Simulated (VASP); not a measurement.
Input of a VASP 6.6.1 run:

Contents of INCAR:

```
  PREC = Accurate
  ENCUT = 520
  EDIFF = 1E-6
  ISMEAR = 0
  SIGMA = 0.15
  LREAL = F
  LASPH = T
  NELM = 100
  ALGO = Normal
  ISIF = 2
  LWAVE = F
  LCHARG = T
  GGA = PS
  LELF = T
  LVHAR = T
  NBANDS = 16
```

File KPOINTS:

```
regular mesh
0
Gamma
  18 18 18
```

The input POSCAR:

```
WC
1.0
    0.0000000000      2.3680987200      2.1926840000
    2.3680987200      0.0000000000      2.1926840000
    2.3680987200      2.3680987200      0.0000000000
W C
1 1
Direct
    0.0000000000      0.0000000000      0.0000000000
    0.5000000000      0.5000000000      0.5000000000
```

Potentials or basis: VASP PAW PBE potentials, release 64 (W_sv, C).

Command:

```bash
$ cat potpaw_PBE.64/W_sv/POTCAR potpaw_PBE.64/C/POTCAR > POTCAR
$ mpirun -np 1 vasp_std > vasp.out
```

What does it give for the band gap on the k mesh?

Zero (bands 9 and 10 overlap by 2.50 eV).

What does it give for the pressure?

-43.8 GPa.

Stress tensor (GPa, compression positive):
```
-50.43   0.00   0.00
  0.00 -50.43   0.00
  0.00   0.00 -30.62
```

Caveat: the cell differs from its parent crystal (strain +0.080 along x and y, +0.000 along z); the stress differs along the axes, from -50 to -31 GPa; the PAW data sets were made with another functional, which shifts forces and pressure a little; spin-orbit coupling is left out, which moves the levels of the heavy elements.
